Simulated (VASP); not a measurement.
Sb: single point with PBEsol

Crystal: Sb.

```
Sb
1.0
    -1.72500    1.72500    1.72500
     1.72500   -1.72500    1.72500
     1.72500    1.72500   -1.72500
Sb
1
Direct
  0.00000 0.00000 0.00000
```

| Property | Result |
| --- | --- |
| Program | VASP 6.6.1 |
| Task | single point |
| Functional | PBEsol |
| Potentials or basis | VASP PAW PBE potentials, release 64 (Sb) |
| Cutoff | 520 eV |
| k mesh | 8 × 8 × 8 |
| Occupations | gaussian, width 0.05 eV |
| Spin | no spin polarisation |
| Dipole correction | no |
| Further INCAR settings | ALGO = Normal; EDIFF = 1e-06; NBANDS = 8 |

- Pressure: 28.4 GPa

Levels at points of the mesh, in eV from the Fermi level:
```
           k point  band 1  band 2  band 3  band 4  band 5  band 6
(0.00, 0.00, 0.00)  -15.58    7.71    7.71    7.71   11.50   11.50
(0.50, 0.00, 0.00)   -9.68   -7.76    2.11    4.27    7.10    7.31
(0.50, 0.50, 0.50)   -4.34   -2.95   -2.95   -2.95    2.11    2.11
```

Run time: 2.9 s on 1 thread of AMD EPYC 9R45 96-Core Processor (Zen 5), on a shared host, peak memory 0.11 GiB.

Caveat: the PAW data sets were made with another functional, which shifts forces and pressure a little; spin-orbit coupling is left out, which moves the levels of the heavy elements.
